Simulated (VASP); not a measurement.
# ZrTiN in VASP: further runs, part 2 of 2

VASP 6.6.1. Earlier steps stand in the parts before.

## (3) Single point, PBE, collinear spin

This run uses another cell than the first one, of 12.90 Å³/atom.

INCAR reads:

```
PREC = Accurate
ENCUT = 520
EDIFF = 1E-7
ISMEAR = 0
SIGMA = 0.1
LREAL = F
LASPH = T
NELM = 150
ALGO = Normal
ISIF = 2
LWAVE = F
LCHARG = F
ISPIN = 2
MAGMOM = 0 1 0
LORBIT = 11
LMAXMIX = 4
GGA = PE
NBANDS = 26
```

KPOINTS reads:

```
Automatic mesh
0
Gamma
  6 6 6
```

POSCAR reads:

```
ZrTiN
1.0
    3.3359828800      0.0000000000      0.0000000000
    0.0000000000      3.3706944200      0.0000000000
    0.0000000000      0.0000000000      3.4410235200
Zr Ti N
1 1 1
Direct
    0.0000000000      0.0000000000      0.0000000000
    0.5000000000      0.5000000000      0.5000000000
    0.5000000000      0.5000000000      0.0000000000
```

Potentials or basis: VASP PAW PBE potentials, release 64 (Zr_sv, Ti_sv, N).

Launch:

```console
> cat potpaw_PBE.64/Zr_sv/POTCAR potpaw_PBE.64/Ti_sv/POTCAR potpaw_PBE.64/N/POTCAR > POTCAR
> mpirun -np 1 vasp_std > vasp.out
```

Run time: 2.3 min. Hardware: 1 thread of Intel Xeon Platinum 8488C (Sapphire Rapids), shared host; peak memory 0.24 GiB.

The run converged. Its results:

```yaml
Free_energy: -26.1832 eV
Pressure: 47.4 GPa
Net_moment: 0.00 μB per cell
Valence_electrons_inside_the_program's_atomic_spheres: Zr 9.91; Ti 10.96; N 3.92
```

Stress tensor (GPa, compression positive):
```
  4.16   0.00   0.00
  0.00   2.67   0.00
  0.00   0.00 135.43
```

Levels at points of the mesh, in eV from the Fermi level:
Spin up:
| k point | band 10 | band 11 | band 12 | band 13 | band 14 | band 15 | band 16 | band 17 | band 18 | band 19 |
| --- | --- | --- | --- | --- | --- | --- | --- | --- | --- | --- |
| (0.00, 0.00, 0.00) | -4.56 | -3.27 | -3.21 | -3.18 | -1.13 | 0.31 | 0.40 | 0.68 | 1.54 | 2.77 |
| (0.50, 0.00, 0.00) | -6.58 | -5.26 | -1.87 | -1.60 | -1.21 | 0.55 | 1.28 | 1.50 | 2.95 | 3.03 |
| (0.00, 0.50, 0.00) | -6.57 | -5.15 | -1.88 | -1.64 | -1.25 | 0.56 | 1.35 | 1.54 | 2.78 | 3.02 |
| (0.50, 0.50, 0.00) | -4.31 | -4.27 | -2.57 | -1.43 | -1.42 | -0.77 | 1.63 | 3.00 | 3.32 | 4.54 |
| (0.00, 0.00, 0.50) | -6.44 | -4.87 | -4.82 | -2.31 | -1.41 | -0.17 | 1.21 | 1.32 | 2.22 | 2.53 |
| (0.50, 0.00, 0.50) | -7.51 | -6.67 | -6.49 | -2.94 | -0.70 | 1.27 | 2.91 | 2.96 | 3.66 | 4.78 |
| (0.00, 0.50, 0.50) | -7.49 | -6.68 | -6.39 | -2.93 | -0.60 | 1.21 | 2.70 | 2.84 | 3.61 | 4.80 |
| (0.50, 0.50, 0.50) | -6.29 | -5.65 | -5.61 | -1.65 | -1.59 | -0.13 | 3.08 | 4.21 | 4.57 | 4.68 |
Spin down:
| k point | band 10 | band 11 | band 12 | band 13 | band 14 | band 15 | band 16 | band 17 | band 18 | band 19 |
| --- | --- | --- | --- | --- | --- | --- | --- | --- | --- | --- |
| (0.00, 0.00, 0.00) | -4.56 | -3.27 | -3.21 | -3.18 | -1.13 | 0.31 | 0.40 | 0.68 | 1.54 | 2.77 |
| (0.50, 0.00, 0.00) | -6.58 | -5.26 | -1.87 | -1.60 | -1.21 | 0.55 | 1.28 | 1.50 | 2.95 | 3.03 |
| (0.00, 0.50, 0.00) | -6.57 | -5.15 | -1.88 | -1.64 | -1.25 | 0.56 | 1.35 | 1.54 | 2.78 | 3.02 |
| (0.50, 0.50, 0.00) | -4.31 | -4.27 | -2.57 | -1.43 | -1.42 | -0.77 | 1.63 | 3.00 | 3.32 | 4.54 |
| (0.00, 0.00, 0.50) | -6.44 | -4.87 | -4.82 | -2.31 | -1.41 | -0.17 | 1.21 | 1.32 | 2.22 | 2.53 |
| (0.50, 0.00, 0.50) | -7.51 | -6.67 | -6.49 | -2.94 | -0.70 | 1.27 | 2.91 | 2.96 | 3.66 | 4.78 |
| (0.00, 0.50, 0.50) | -7.49 | -6.68 | -6.39 | -2.93 | -0.60 | 1.21 | 2.70 | 2.84 | 3.61 | 4.80 |
| (0.50, 0.50, 0.50) | -6.29 | -5.65 | -5.61 | -1.65 | -1.59 | -0.13 | 3.08 | 4.21 | 4.57 | 4.68 |

Caveat: the cell stands under pressure.

## (4) Single point, PBE, collinear spin

INCAR reads:

```
SYSTEM = ZrTiN
PREC = Accurate
ENCUT = 520
EDIFF = 1E-6
ISMEAR = 0
SIGMA = 0.1
LREAL = .FALSE.
LASPH = .TRUE.
NELM = 150
ALGO = Normal
ISIF = 2
LWAVE = .FALSE.
LCHARG = .FALSE.
ISPIN = 2
MAGMOM = 0 1 0
LORBIT = 11
LMAXMIX = 4
GGA = PE
NBANDS = 26
```

KPOINTS reads:

```
regular mesh
0
G
  6 6 6
  0 0 0
```

POSCAR reads:

```
ZrTiN
1.0
    3.2595939959      0.0000000000      0.0000000000
    0.0000000000      3.2595230712      0.0000000000
    0.0000000000      0.0000000000      4.0620083737
Zr Ti N
1 1 1
Direct
    0.0000000000      0.0000000000      0.0000000000
    0.5000000000      0.5000000000      0.5000000000
    0.5000000000      0.5000000000      0.0000000000
```

Launch:

```console
> cat potpaw_PBE.64/Zr_sv/POTCAR potpaw_PBE.64/Ti_sv/POTCAR potpaw_PBE.64/N/POTCAR > POTCAR
> mpirun -np 1 vasp_std > vasp.out
```

Wall time 93 s (1 thread of Intel Xeon Platinum 8488C (Sapphire Rapids), shared host); peak memory 0.24 GiB.

It converged, with:

| Item | Value |
| --- | --- |
| Free energy | -28.4708 eV |
| Pressure | 0.2 GPa |
| Net moment | 0.00 μB per cell |
| Valence electrons inside the program's atomic spheres | Zr 9.82; Ti 10.28; N 3.74 |

Stress tensor (GPa, compression positive):
```
0.10 0.00 0.00
0.00 0.11 0.00
0.00 0.00 0.27
```

Levels at points of the mesh, in eV from the Fermi level:
Spin up:
```
           k point  band 13  band 14  band 15  band 16  band 17  band 18
(0.00, 0.00, 0.00)    -2.62    -2.53     0.24     0.24     1.22     1.48
(0.50, 0.00, 0.00)    -1.40    -0.97    -0.09     1.17     1.38     2.74
(0.00, 0.50, 0.00)    -1.40    -0.97    -0.09     1.17     1.38     2.74
(0.50, 0.50, 0.00)    -2.30    -1.98    -1.98     2.57     2.69     3.88
(0.00, 0.00, 0.50)    -2.46    -1.53    -0.40     1.88     1.88     2.05
(0.50, 0.00, 0.50)    -1.71     0.10     0.48     0.80     2.63     2.76
(0.00, 0.50, 0.50)    -1.71     0.10     0.48     0.80     2.63     2.76
(0.50, 0.50, 0.50)    -1.31    -1.31    -0.77     2.39     2.39     2.70
```
Spin down:
```
           k point  band 13  band 14  band 15  band 16  band 17  band 18
(0.00, 0.00, 0.00)    -2.62    -2.53     0.24     0.24     1.22     1.48
(0.50, 0.00, 0.00)    -1.40    -0.97    -0.09     1.17     1.38     2.74
(0.00, 0.50, 0.00)    -1.40    -0.97    -0.09     1.17     1.38     2.74
(0.50, 0.50, 0.00)    -2.30    -1.98    -1.98     2.57     2.69     3.88
(0.00, 0.00, 0.50)    -2.46    -1.53    -0.40     1.88     1.88     2.05
(0.50, 0.00, 0.50)    -1.71     0.10     0.48     0.80     2.63     2.76
(0.00, 0.50, 0.50)    -1.71     0.10     0.48     0.80     2.63     2.76
(0.50, 0.50, 0.50)    -1.31    -1.31    -0.77     2.39     2.39     2.70
```

## (5) Relaxation of cell and atoms, PBE

INCAR reads:

```
SYSTEM = ZrTiN
  PREC = Accurate
  ENCUT = 600
  EDIFF = 1E-6
  ISMEAR = 0
  SIGMA = 0.1
  LREAL = .False.
  LASPH = .True.
  NELM = 100
  ALGO = Normal
  ISIF = 3
  LWAVE = .False.
  LCHARG = .False.
  GGA = PE
  IBRION = 2
  NSW = 100
  EDIFFG = -0.01
```

KPOINTS reads:

```
Automatic mesh
0
Gamma
  14 14 12
  0 0 0
```

POSCAR reads:

```
ZrTiN
1.0
    3.2595585336      0.0000000000      0.0000000000
    0.0000000000      3.2595585336      0.0000000000
    0.0000000000      0.0000000000      4.0620083737
Zr Ti N
1 1 1
Direct
    0.0000000000      0.0000000000      0.0000000000
    0.5000000000      0.5000000000      0.5000000000
    0.5000000000      0.5000000000      0.0000000000
```

Launch:

```console
> cat potpaw_PBE.64/Zr_sv/POTCAR potpaw_PBE.64/Ti_sv/POTCAR potpaw_PBE.64/N/POTCAR > POTCAR
> mpirun -np 1 vasp_std > vasp.out
```

It took 5.7 min on 1 thread of Intel Xeon Platinum 8488C (Sapphire Rapids), shared host; peak memory 0.4 GiB.

It converged, with:

```
Free energy                           : -28.4697 eV
Relaxed volume                        : 14.39 Å³/atom
Relaxed cell                          : a = 3.257 Å, b = 3.257 Å, c = 4.068 Å, α = 90.00°, β = 90.00°, γ = 90.00°
Space group after relaxing (to 0.1 Å) : P4/mmm (No. 123)
Energy gained by relaxing             : 0.0 meV/atom
Ionic steps                           : 3
Pressure after relaxing               : 0.0 GPa
Band gap on the k mesh                : zero (an odd number of electrons rules out a gap without spin polarisation)
```

The path:
```csv
step,energy change (eV),largest force (eV/Å),pressure (GPa),volume (Å³)
1,0.0000,0.0000,0.01,43.16
2,-0.0001,0.0000,-0.07,43.17
3,-0.0001,0.0000,-0.05,43.16
```

Final structure:
```
Zr Ti N
1.0
     3.25743    0.00000    0.00000
     0.00000    3.25743    0.00000
     0.00000    0.00000    4.06784
Zr Ti N
1 1 1
Direct
  0.00000 0.00000 0.00000
  0.50000 0.50000 0.50000
  0.50000 0.50000 0.00000
```

Levels at points of the mesh, in eV from the Fermi level:
```
           k point  band 12  band 13  band 14  band 15  band 16  band 17  band 18
(0.00, 0.00, 0.00)    -2.61    -2.61    -2.52     0.25     0.25     1.22     1.50
(0.50, 0.00, 0.00)    -4.02    -1.40    -0.97    -0.08     1.18     1.40     2.74
(0.50, 0.50, 0.00)    -2.69    -2.30    -1.98    -1.98     2.60     2.71     3.89
(0.00, 0.00, 0.50)    -3.26    -2.46    -1.53    -0.39     1.88     1.88     2.07
(0.50, 0.00, 0.50)    -5.39    -1.70     0.11     0.47     0.78     2.65     2.77
(0.50, 0.50, 0.50)    -4.31    -1.31    -1.31    -0.77     2.39     2.39     2.72
```

## (6) Overview

| task | spin | cell | k mesh | cutoff (eV) | gap on the mesh (eV) | pressure (GPa) | moment (μB) |
| --- | --- | --- | --- | --- | --- | --- | --- |
| single point | off | a = 3.257, b = 3.257, c = 4.065 Å, 3 atoms | 14 × 14 × 12 | 520 | none | 0.2 | - |
| single point | collinear | a = 3.336, b = 3.371, c = 3.441 Å, 3 atoms | 6 × 6 × 6 | 520 | none | 47.4 | 0.00 |
| single point | collinear | a = 3.260, b = 3.260, c = 4.062 Å, 3 atoms | 6 × 6 × 6 | 520 | none | 0.2 | 0.00 |
| relaxation of cell and atoms | off | relaxed from a = 3.260, b = 3.260, c = 4.062 Å, 3 atoms | 14 × 14 × 12 | 600 | none | 0.0 | - |

Alike in all rows: level PBE; potentials or basis VASP PAW PBE potentials, release 64 (Zr_sv, Ti_sv, N); smearing gaussian 0.1 eV.

Caveats: the cell stands under pressure (at least some runs).

Absolute energies hang on the potentials; compare differences alone.
